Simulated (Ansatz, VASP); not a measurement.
## One calculation of In3GaAs2, two programs

INCAR

```
PREC = Accurate ; ENCUT = 520
EDIFF = 1E-6 ; ISMEAR = 0
SIGMA = 0.1 ; LREAL = F
LASPH = T ; NELM = 80
ALGO = Fast ; ISIF = 2
LWAVE = F ; LCHARG = F
GGA = PE ; NBANDS = 40
```

KPOINTS

```
regular mesh
0
Gamma
  6 6 10
```

Contents of POSCAR:

```
In3GaAs2
1.0
    6.8703513387      0.0000000000      0.0000000000
   -3.4351756694      5.9498987923      0.0000000000
    0.0000000000      0.0000000000      4.1723881780
In Ga As
3 1 2
Direct
    0.0000000000      0.5000000000      0.0000000000
    0.5000000000      0.0000000000      0.0000000000
    0.5000000000      0.5000000000      0.0000000000
    0.0000000000      0.0000000000      0.5000000000
    0.3333333333      0.6666666667      0.5000000000
    0.6666666667      0.3333333333      0.5000000000
```

Input for Ansatz:

```yaml
crystal:
  lattice:
    - [6.8703513387, 0.0, 0.0]
    - [-3.4351756694, 5.9498987923, 0.0]
    - [0.0, 0.0, 4.172388178]
  atoms:
    - { symbol: In, position: [0.0, 0.5, 0.0] }
    - { symbol: In, position: [0.5, 0.0, 0.0] }
    - { symbol: In, position: [0.5, 0.5, 0.0] }
    - { symbol: Ga, position: [0.0, 0.0, 0.5] }
    - { symbol: As, position: [0.3333333333, 0.6666666667, 0.5] }
    - { symbol: As, position: [0.6666666667, 0.3333333333, 0.5] }
basis:
  ecutwfc: 420
kpoints:
  mp_grid: { grid: [6, 6, 10] }
  band_path:
    path:
      - [[0.0, 0.0, 0.0], [0.5, 0.0, 0.0], [0.33333333, 0.33333333, 0.0], [0.0, 0.0, 0.0], [0.0, 0.0, 0.5], [0.5, 0.0, 0.5], [0.33333333, 0.33333333, 0.5], [0.0, 0.0, 0.5]]
      - [[0.5, 0.0, 0.5], [0.5, 0.0, 0.0]]
      - [[0.33333333, 0.33333333, 0.5], [0.33333333, 0.33333333, 0.0]]
    npoints: 14
hamiltonian:
  xc: pbe
scf:
  occupations: { method: gaussian, width: 0.1 }
  n_extra_bands: 15
output:
  forces: true
  stress: true
  eigenvalues: true
  populations: true
  dos: { projected: true, de: 0.02, nscf_kmesh: { grid: [8, 8, 12] } }
  bader: true
  write_density: true
  write_potential: true
  elf: true
  volumetric_format: npy
```

Alike in both runs: task single point; functional PBE; k mesh 6 × 6 × 10; occupations gaussian, width 0.1 eV; no spin polarisation.

```csv
,VASP,Ansatz
version,VASP 6.6.1,Ansatz 0.2.0
potentials or method,"VASP PAW PBE potentials, release 64 (In_d, Ga_d, As), cutoff 520 eV","scalar-relativistic, plane waves, PAW"
valence electrons in the cell,62,82
```

```tsv
	VASP	Ansatz	Ansatz less VASP
gap on the k mesh at the Fermi level (eV)	none	none	-
pressure (GPa)	0.0	0.0	-0.03
```

A gap of «none» marks a metal or a gap that the smearing closes. VASP's potentials hold 62 valence electrons a cell and Ansatz's 82, so a difference there can come from the potentials and not from the codes.
